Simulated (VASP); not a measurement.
Runs of VASP 6.6.1 on NbAs. The structure is that of space group Fm-3m (No. 225), or close to it. The cells are those of the table. 

| task | cell | k mesh | cutoff (eV) | gap on the mesh (eV) | pressure (GPa) |
| --- | --- | --- | --- | --- | --- |
| single point | a = 3.675 Å, angles 60.0°, 2 atoms | 6 × 6 × 6 | 520 | none | 6.3 |
| relaxation of cell and atoms | relaxed from a = 3.675 Å, angles 60.0°, 2 atoms | 6 × 6 × 6 | 600 | - | -0.1 |
| single point | a = 3.725 Å, angles 60.0°, 2 atoms | 6 × 6 × 6 | 520 | none | (a) |
| single point | a = 3.718 Å, angles 60.0°, 2 atoms | 18 × 18 × 18 | 520 | none | -0.1 |

Alike in all rows: level r2SCAN; potentials or basis VASP PAW PBE potentials, release 64 (Nb_sv, As); no spin polarisation; smearing gaussian 0.1 eV.

Estimate the missing entries.

(a) -0.3.

Caveats: the PAW data sets were made with another functional, which shifts forces and pressure a little; the bands computed are all filled at some k points, so no gap is given (some runs).

A k mesh can miss the band edges, and the runs leave out spin-orbit coupling on As, Nb.

A gap of «none» marks levels without a gap at the run's occupations.
